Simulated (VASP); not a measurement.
# HfB2 (P6/mmm) in VASP: further runs

Runs on HfB2. Level: PBE. Tasks: relaxation of shape and atoms at fixed volume.

Everything below comes from runs of VASP 6.6.1. Logs are shortened: lines on timing, memory, paths and dates and some standing lists are left out, and cuts for length are marked.

**1. The cell of the first run**

It takes space group P6/mmm (No. 191, hexagonal). The conventional cell has a = 3.053 Å, b = 3.053 Å, c = 3.368 Å, α = 90.00°, β = 90.00°, γ = 120.00°. Hf (site symmetry 6/mmm) has 12 B at 2.44 Å and 6 Hf at 3.05 Å within 3.2 Å. B (site symmetry -6m2) has 3 B at 1.76 Å within 2.3 Å.

**2. Relaxation of shape and atoms at fixed volume, PBE (9.06 Å³/atom)**

Input file INCAR:

```
PREC = Accurate
ENCUT = 600
EDIFF = 1E-6
ISMEAR = 0
SIGMA = 0.1
LREAL = F
LASPH = T
NELM = 80
ALGO = Normal
ISIF = 4
LWAVE = F
LCHARG = F
GGA = PE
IBRION = 2
NSW = 50
EDIFFG = -0.01
```

Input file KPOINTS:

```
regular mesh
0
Gamma
  15 15 12
```

Input file POSCAR:

```
HfB2
1.0
    3.0529023427      0.0000000000      0.0000000000
   -1.5264511713      2.6438909840      0.0000000000
    0.0000000000      0.0000000000      3.3679325658
Hf B
1 2
Direct
    0.0000000000      0.0000000000      0.0000000000
    0.3333333333      0.6666666667      0.5000000000
    0.6666666667      0.3333333333      0.5000000000
```

Potentials or basis: VASP PAW PBE potentials, release 64 (Hf_pv, B).

Command:

```sh
$ cat potpaw_PBE.64/Hf_pv/POTCAR potpaw_PBE.64/B/POTCAR > POTCAR
$ mpirun -np 1 vasp_std > vasp.out
```

OUTCAR:

```text
PREC = Accurate
   ENCUT = 600
   EDIFF = 1E-6
   ISMEAR = 0
   LREAL = F
   LASPH = T
   NELM = 80
   ISIF = 4
   GGA = PE
   IBRION = 2
   NSW = 50
   EDIFFG = -0.01

 ion  position               nearest neighbor table
   1  0.000  0.000  0.000-   2 2.44   3 2.44   2 2.44   3 2.44   2 2.44   2 2.44   3 2.44   3 2.44
                             3 2.44   3 2.44   2 2.44   2 2.44
   2  0.333  0.667  0.500-   3 1.76   3 1.76   3 1.76   1 2.44   1 2.44   1 2.44   1 2.44   1 2.44
                             1 2.44
   3  0.667  0.333  0.500-   2 1.76   2 1.76   2 1.76   1 2.44   1 2.44   1 2.44   1 2.44   1 2.44
                             1 2.44

  LATTYP: Found a hexagonal cell.
 ALAT       =     3.0529023427
 C/A-ratio  =     1.1031904030

  Lattice vectors:

 A1 = (   3.0529023427,   0.0000000000,   0.0000000000)
 A2 = (  -1.5264511713,   2.6438909840,   0.0000000000)
 A3 = (   0.0000000000,   0.0000000000,   3.3679325658)

Analysis of symmetry for initial positions (statically):
=====================================================================
 Subroutine PRICEL returns:
 Original cell was already a primitive cell.

 Routine SETGRP: Setting up the symmetry group for a
 hexagonal supercell.

 Subroutine GETGRP returns: Found 24 space group operations
 (whereof 24 operations were pure point group operations)
 out of a pool of 24 trial point group operations.

The static configuration has the point symmetry D_6h.

Analysis of symmetry for dynamics (positions and initial velocities):
=====================================================================
 Subroutine PRICEL returns:
 Original cell was already a primitive cell.

 Routine SETGRP: Setting up the symmetry group for a
 hexagonal supercell.

 Subroutine GETGRP returns: Found 24 space group operations
 (whereof 24 operations were pure point group operations)
 out of a pool of 24 trial point group operations.

The dynamic configuration has the point symmetry D_6h.

 Subroutine INISYM returns: Found 24 space group operations
 (whereof 24 operations are pure point group operations),
 and found     1 'primitive' translations

----------------------------------------------------------------------------------------

                                     Primitive cell

  volume of cell :      27.1844

  direct lattice vectors                    reciprocal lattice vectors
     3.052902343  0.000000000  0.000000000     0.327557153  0.189115211  0.000000000
    -1.526451171  2.643890984  0.000000000     0.000000000  0.378230421  0.000000000
     0.000000000  0.000000000  3.367932566     0.000000000  0.000000000  0.296918059

  length of vectors
     3.052902343  3.052902343  3.367932566     0.378230421  0.378230421  0.296918059

  position of ions in fractional coordinates (direct lattice)
     0.000000000  0.000000000  0.000000000
     0.333333333  0.666666667  0.500000000
     0.666666667  0.333333333  0.500000000

  ion indices of the primitive-cell ions
   primitive index   ion index
                 1           1
                 2           2
                 3           3

----------------------------------------------------------------------------------------

 KPOINTS: regular mesh

Automatic generation of k-mesh.
 Grid dimensions read from file:
 generate k-points for:   15   15   12

 Generating k-lattice:
[... 64 lines left out ...]
   EDIFFG = -.1E-01   stopping-criterion for IOM
   NSW    =     50    number of steps for IOM
   IBRION =      2    ionic relax: 0-MD 1-quasi-New 2-CG
   NFREE  =      1    steps in history (QN), initial steepest desc. (CG)
   ISIF   =      4    stress and relaxation
   ISYM   =      2    0-nonsym 1-usesym 2-fastsym
   POTIM  = 0.5000    time-step for ionic-motion
   TEBEG  =    0.0;   TEEND  =   0.0 temperature during run
   PSTRESS=    0.0 pullay stress
   NELECT =      16.0000    total number of electrons
   NUPDOWN=      -1.0000    fix difference up-down
   EMIN   =  10.00;   EMAX   =-10.00  energy-range for DOS
   EFERMI =   0.00;   METHOD = LEGACY
   ISMEAR =     0;   SIGMA  =   0.10  broadening in eV -4-tet -1-fermi 0-gaus
   EFERMI_NEDOS =   21; number of points for ismear=-14 and -15
   IALGO  =     38    algorithm
   IMIX   =      4    mixing-type and parameters
     AMIX     =   0.40;   BMIX     =  1.00
     AMIX_MAG =   1.60;   BMIX_MAG =  1.00
  volume/ion in A,a.u.               =       9.06        61.15
  Fermi-wavevector in a.u.,A,eV,Ry     =   1.371960  2.592629 25.609907  1.882275
  Thomas-Fermi vector in A             =   2.497610
   LORBIT       =      0    0 simple, 1 ext, 2 COOP (PROOUT), +10 PAW based schemes
   GGA     = PE    functional components
   LHFCALC =     F    Hartree Fock is set to
   AEXX    =    0.0000 exact exchange contribution
   IVDW    =     0    specifies the selected vdW correction
   LEPSILON=     F    determine dielectric tensor
   LRPA    =     F    only Hartree local field effects (RPA)
 conjugate gradient relaxation of ions
 non-spin polarized calculation
 Gauss-broadening in eV      SIGMA  =   0.10
  energy-cutoff  :      600.00
  volume of cell :       27.18
 maximum number of plane-waves:       942
   NGX = 13   NGY = 13   NGZ = 13

--------------------------------------- Ionic step        1  -------------------------------------------

 number of electron      16.0000001 magnetization

 Free energy of the ion-electron system (eV)
  ---------------------------------------------------
  ext. energy  EPLUGINS =         0.00000000
  ---------------------------------------------------
  free energy    TOTEN  =       -26.18776355 eV

  energy without entropy =      -26.18665226  energy(sigma->0) =      -26.18720790

------------------------ aborting loop because EDIFF is reached ----------------------------------------

  FORCE on cell =-STRESS in cart. coord.  units (eV):
  Direction    XX          YY          ZZ          XY          YZ          ZX
  --------------------------------------------------------------------------------------
  -------------------------------------------------------------------------------------
  Total        4.7853235      4.7853235      4.7368613      0.0000000      0.0000000      0.0000000
  in kB      282.0343730    282.0343729    279.1781378      0.0000000      0.0000000      0.0000000
  external PRESSURE =     281.0822946 kB  Pullay stress =       0.0000000 kB

 VOLUME and BASIS-vectors are now :
 -----------------------------------------------------------------------------
  energy-cutoff  :      600.00
  volume of cell :       27.18
      direct lattice vectors                 reciprocal lattice vectors
     3.052902343  0.000000000  0.000000000     0.327557153  0.189115211  0.000000000
    -1.526451171  2.643890984  0.000000000     0.000000000  0.378230421  0.000000000
     0.000000000  0.000000000  3.367932566     0.000000000  0.000000000  0.296918059

 POSITION                                       TOTAL-FORCE (eV/Angst)
 -----------------------------------------------------------------------------------
      0.00000      0.00000      0.00000         0.000000      0.000000     -0.000000
     -0.00000      1.76259      1.68397         0.000000     -0.000000     -0.000000
      1.52645      0.88130      1.68397         0.000000      0.000000      0.000000
 -----------------------------------------------------------------------------------
    total drift:                               -0.000000      0.000000      0.000000

  FREE ENERGIE OF THE ION-ELECTRON SYSTEM (eV)
  ---------------------------------------------------
  free  energy   TOTEN  =       -26.1877635479 eV

  energy  without entropy=      -26.1866522620  energy(sigma->0) =      -26.18720790

--------------------------------------- Ionic step        2  -------------------------------------------

 number of electron      16.0000001 magnetization

 Free energy of the ion-electron system (eV)
  ---------------------------------------------------
  ext. energy  EPLUGINS =         0.00000000
  ---------------------------------------------------
  free energy    TOTEN  =       -26.18777386 eV

  energy without entropy =      -26.18665551  energy(sigma->0) =      -26.18721469

 E-fermi :   8.4156     XC(G=0): -13.0214

 val. band max:        8.4051676967   @ k =   0.4000   0.1333   0.0000
 cond. band min:       8.4541591642   @ k =   0.1333   0.1333   0.2500
 fundamental gap:      0.0489914674
 Fermi energy:         8.4156318362

 k-point     1 :       0.0000    0.0000    0.0000
  band No.  band energies     occupation
      1     -21.9611      2.00000
      2     -21.3447      2.00000
      3     -21.3447      2.00000
      4      -5.8672      2.00000
      5       5.1759      2.00000
      6       5.2568      2.00000
      7       5.2568      2.00000
      8       5.7026      2.00000
      9      12.8752      0.00000
     10      12.8752      0.00000
     11      13.5994      0.00000
     12      13.6012      0.00000
[... 331 lines left out ...]
 k-point    24 :       0.4000    0.2000    0.0000
  band No.  band energies     occupation
      1     -22.2461      2.00000
      2     -21.8115      2.00000
      3     -21.7605      2.00000
      4      -1.0792      2.00000
      5      -0.4691      2.00000
      6       2.0775      2.00000
      7       4.5627      2.00000
      8       7.2683      2.00000
      9       8.1080      1.99999
     10      11.6671      0.00000
     11      13.4596      0.00000
     12      15.9653      0.00000

 [... further k-points ...]
[... 5 lines left out ...]
  --------------------------------------------------------------------------------------
  -------------------------------------------------------------------------------------
  Total        4.7637861      4.7637861      4.7722420      0.0000000      0.0000000      0.0000000
  in kB      280.7650180    280.7650180    281.2633854      0.0000000      0.0000000      0.0000000
  external PRESSURE =     280.9311404 kB  Pullay stress =       0.0000000 kB

 VOLUME and BASIS-vectors are now :
 -----------------------------------------------------------------------------
  energy-cutoff  :      600.00
  volume of cell :       27.18
      direct lattice vectors                 reciprocal lattice vectors
     3.053695607  0.000000000  0.000000000     0.327472063  0.189066084 -0.000000000
    -1.526847803  2.644577971 -0.000000000    -0.000000000  0.378132167 -0.000000000
     0.000000000  0.000000000  3.366183006    -0.000000000  0.000000000  0.297072381

 POSITION                                       TOTAL-FORCE (eV/Angst)
 -----------------------------------------------------------------------------------
      0.00000      0.00000      3.36618         0.000000     -0.000000      0.000000
     -0.00000      1.76305      1.68309        -0.000000     -0.000000     -0.000000
      1.52685      0.88153      1.68309        -0.000000      0.000000      0.000000
 -----------------------------------------------------------------------------------
    total drift:                               -0.000000      0.000000      0.000000

  FREE ENERGIE OF THE ION-ELECTRON SYSTEM (eV)
  ---------------------------------------------------
  free  energy   TOTEN  =       -26.1877738635 eV

  energy  without entropy=      -26.1866555137  energy(sigma->0) =      -26.18721469

 reached required accuracy - stopping structural energy minimisation
```

Wall time 34 s (1 thread of Intel Xeon Platinum 8488C (Sapphire Rapids), shared host); peak memory 0.21 GiB.

Results:

```yaml
Free_energy: -26.1878 eV
Energy_gained_by_relaxing: 0.0 meV/atom
Ionic_steps: 2
Pressure_after_relaxing: 28.1 GPa
Band_gap_on_the_k_mesh: zero (bands 8 and 9 overlap by 1.10 eV)
```

Final structure:
```xyz
3
Lattice="3.0537 0.0000 0.0000 -1.5268 2.6446 0.0000 0.0000 0.0000 3.3662" Properties=species:S:1:pos:R:3 pbc="T T T"
Hf    0.0000    0.0000    3.3662
B     0.0000    1.7631    1.6831
B     1.5268    0.8815    1.6831
```

Caveat: spin-orbit coupling is left out, which moves the levels of the heavy elements.

**3. Relaxation of shape and atoms at fixed volume, PBE (9.36 Å³/atom)**

This run uses another cell than the first one, of 9.36 Å³/atom.

Input file INCAR:

```
ALGO     = Normal         # electronic algorithm
EDIFF    = 1E-7           # SCF threshold, eV
EDIFFG   = -0.01          # ionic threshold
ENCUT    = 600            # plane-wave cutoff, eV
GGA      = PE             # functional
IBRION   = 2              # ionic algorithm
ISIF     = 4              # what is computed and relaxed
ISMEAR   = 0              # smearing method
LASPH    = T              # aspherical terms in the spheres
LCHARG   = F              # write CHGCAR
LREAL    = F              # projectors in reciprocal space
LWAVE    = F              # write WAVECAR
NELM     = 80             # most SCF steps
NSW      = 50             # ionic steps
PREC     = Accurate       # precision mode
SIGMA    = 0.1            # smearing width, eV
```

Input file KPOINTS:

```
k-points
0
Gamma
  15 15 12
```

Input file POSCAR:

```
HfB2
1.0
    3.0835532004      0.0000000000      0.0000000000
   -1.5417766002      2.6704354054      0.0000000000
    0.0000000000      0.0000000000      3.4101444963
Hf B
1 2
Direct
    0.0000000000      0.0000000000      0.0000000000
    0.3333333333      0.6666666667      0.5000000000
    0.6666666667      0.3333333333      0.5000000000
```

Potentials or basis: VASP PAW PBE potentials, release 64 (Hf_pv, B).

Command:

```sh
$ cat potpaw_PBE.64/Hf_pv/POTCAR potpaw_PBE.64/B/POTCAR > POTCAR
$ mpirun -np 1 vasp_std > vasp.out
```

Wall time 60 s (1 thread of Intel Xeon Platinum 8488C (Sapphire Rapids), shared host); peak memory 0.22 GiB.

Results (log left out):

```
Free energy               : -26.3140 eV
Energy gained by relaxing : 0.0 meV/atom
Ionic steps               : 2
Pressure after relaxing   : 17.2 GPa
Band gap on the k mesh    : zero (bands 8 and 9 overlap by 1.07 eV)
```

Final structure:
```
Hf B
1.0
     3.08487    0.00000    0.00000
    -1.54243    2.67157    0.00000
     0.00000    0.00000    3.40724
Hf B
1 2
Direct
  0.00000 0.00000 0.00000
  0.33333 0.66667 0.50000
  0.66667 0.33333 0.50000
```

Levels at points of the mesh, in eV from the Fermi level:
```csv
k point,band 6,band 7,band 8,band 9,band 10,band 11
"(0.00, 0.00, 0.00)",-3.07,-3.07,-2.75,4.29,4.29,4.98
"(0.00, 0.00, 0.50)",-1.26,-1.26,0.27,0.27,1.02,1.02
```

Caveat: spin-orbit coupling is left out, which moves the levels of the heavy elements.

**4. Relaxation of shape and atoms at fixed volume, PBE (9.66 Å³/atom)**

This run uses another cell than the first one, of 9.66 Å³/atom.

Input file INCAR:

```
SYSTEM = HfB2
PREC = Accurate
ENCUT = 600
EDIFF = 1E-7
ISMEAR = 0
SIGMA = 0.1
LREAL = .FALSE.
LASPH = .TRUE.
NELM = 60
ALGO = Normal
ISIF = 4
LWAVE = .FALSE.
LCHARG = .FALSE.
GGA = PE
IBRION = 2
NSW = 50
EDIFFG = -0.01
```

Input file KPOINTS:

```
Automatic mesh
0
G
  15 15 12
  0 0 0
```

Input file POSCAR:

```
HfB2
1.0
    3.1132928639      0.0000000000      0.0000000000
   -1.5566464320      2.6961907096      0.0000000000
    0.0000000000      0.0000000000      3.4520700600
Hf B
1 2
Direct
    0.0000000000      0.0000000000      0.0000000000
    0.3333333333      0.6666666667      0.5000000000
    0.6666666667      0.3333333333      0.5000000000
```

Command:

```sh
$ cat potpaw_PBE.64/Hf_pv/POTCAR potpaw_PBE.64/B/POTCAR > POTCAR
$ mpirun -np 1 vasp_std > vasp.out
```

It took 62 s on 1 thread of Intel Xeon Platinum 8488C (Sapphire Rapids), shared host; peak memory 0.23 GiB.

Results (log left out):

```yaml
Free_energy: -26.3834 eV
Energy_gained_by_relaxing: 0.0 meV/atom
Ionic_steps: 2
Pressure_after_relaxing: 7.7 GPa
Band_gap_on_the_k_mesh: zero (bands 8 and 9 overlap by 1.05 eV)
```

Final structure:
```cif
data_structure
_symmetry_space_group_name_H-M 'P 1'
_symmetry_Int_Tables_number 1
_cell_length_a 3.1151
_cell_length_b 3.1151
_cell_length_c 3.4481
_cell_angle_alpha 90.000
_cell_angle_beta 90.000
_cell_angle_gamma 120.000
_cell_volume 28.98
loop_
_atom_site_label
_atom_site_type_symbol
_atom_site_fract_x
_atom_site_fract_y
_atom_site_fract_z
_atom_site_occupancy
Hf1 Hf 0.00000 0.00000 0.00000 1
B1 B 0.33333 0.66667 0.50000 1
B2 B 0.66667 0.33333 0.50000 1
```

Levels at points of the mesh, in eV from the Fermi level:
```tsv
k point	band 6	band 7	band 8	band 9	band 10	band 11
(0.00, 0.00, 0.00)	-2.99	-2.99	-2.79	4.13	4.13	4.78
(0.00, 0.00, 0.50)	-1.24	-1.24	0.28	0.28	1.00	1.00
```

Caveat: spin-orbit coupling is left out, which moves the levels of the heavy elements.

**5. The runs side by side**

```tsv
cell	gap on the mesh (eV)	pressure (GPa)
relaxed from a = 3.053, b = 3.053, c = 3.368 Å, angles 90.0, 90.0, 120.0°, 3 atoms	none	28.1
relaxed from a = 3.084, b = 3.084, c = 3.410 Å, angles 90.0, 90.0, 120.0°, 3 atoms	none	17.2
relaxed from a = 3.113, b = 3.113, c = 3.452 Å, angles 90.0, 90.0, 120.0°, 3 atoms	none	7.7
```

Alike in all rows: task relaxation of shape and atoms at fixed volume; level PBE; potentials or basis VASP PAW PBE potentials, release 64 (Hf_pv, B); no spin polarisation; k mesh 15 × 15 × 12; cutoff (eV) 600; smearing gaussian 0.1 eV.

Caveats: spin-orbit coupling is left out, which moves the levels of the heavy elements.

Absolute energies hang on the potentials; compare differences alone.
